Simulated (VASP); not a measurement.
# Rb: single point with r2SCAN

Rb:

```
Rb
1.0
     8.31938    0.00000    0.00000
    -4.15969    7.20479    0.00000
     0.00000    0.00000    4.95772
Rb
3
Cartesian
  4.1597 7.2048 4.9577
  0.0000 4.8032 2.4789
  4.1597 2.4016 2.4789
```

This isn't the form of Rb at room conditions, which is bcc.

```
Program                : VASP 6.6.1
Task                   : single point
Functional             : r2SCAN
Potentials or basis    : VASP PAW PBE potentials, release 64 (Rb_sv)
Cutoff                 : 520 eV
k mesh                 : 5 × 5 × 7
Occupations            : fermi-dirac, width 0.1 eV
Spin                   : no spin polarisation
Dipole correction      : no
Further INCAR settings : ALGO = Normal; EDIFF = 1e-06; NBANDS = 20
```

| Quantity | Value |
| --- | --- |
| Pressure | -0.1 GPa |
| Band gap on the k mesh | zero (an odd number of electrons rules out a gap without spin polarisation) |

Levels at points of the mesh, in eV from the Fermi level:
```tsv
k point	band 9	band 10	band 11	band 12	band 13	band 14	band 15	band 16	band 17	band 18
(0.00, 0.00, 0.00)	-13.66	-13.58	-13.58	-13.57	-1.97	1.03	1.03	1.06	1.06	1.32
```

Run time: 6.9 min on 1 thread of AMD EPYC 9R45 96-Core Processor (Zen 5), with other jobs on the host, peak memory 0.44 GiB.

Caveat: the PAW data sets were made with another functional, which shifts forces and pressure a little.
